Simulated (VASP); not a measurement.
# Rh: relaxation of the atoms with PBE

The system is Rh, a slab with vacuum.

```
Rh
1.0
     2.72475    0.00000    0.00000
    -1.36238    2.35971    0.00000
     0.00000    0.00000   18.19300
Rh
2
Direct
  0.83333 0.16667 0.44167
  0.16667 0.83333 0.55833
```

```
Program                : VASP 6.6.1
Task                   : relaxation of the atoms
Functional             : PBE
Potentials or basis    : VASP PAW PBE potentials, release 64 (Rh_pv)
Cutoff                 : 520 eV
k mesh                 : 17 × 17 × 1
Occupations            : fermi-dirac, width 0.05 eV
Spin                   : no spin polarisation
Dipole correction      : yes
Further INCAR settings : ALGO = Normal; EDIFF = 1e-06; IBRION = 2; EDIFFG = -0.01; NSW = 32
```

```
Band gap on the k mesh : zero (bands 15 and 16 overlap by 1.55 eV)
```

Final structure:
```
Rh
1.0
     2.72475    0.00000    0.00000
    -1.36238    2.35971    0.00000
     0.00000    0.00000   18.19300
Rh
2
Direct
  0.83333 0.16667 0.44167
  0.16667 0.83333 0.55833
```

Levels at points of the mesh, in eV from the Fermi level:
```csv
k point,band 12,band 13,band 14,band 15,band 16,band 17,band 18,band 19
"(0.00, 0.00, 0.00)",-2.38,-2.38,-0.83,-0.68,-0.68,0.36,0.36,1.35
```

Run time: 110 s on 1 thread of Intel Xeon 8259CL, on a shared host, peak memory 0.25 GiB.
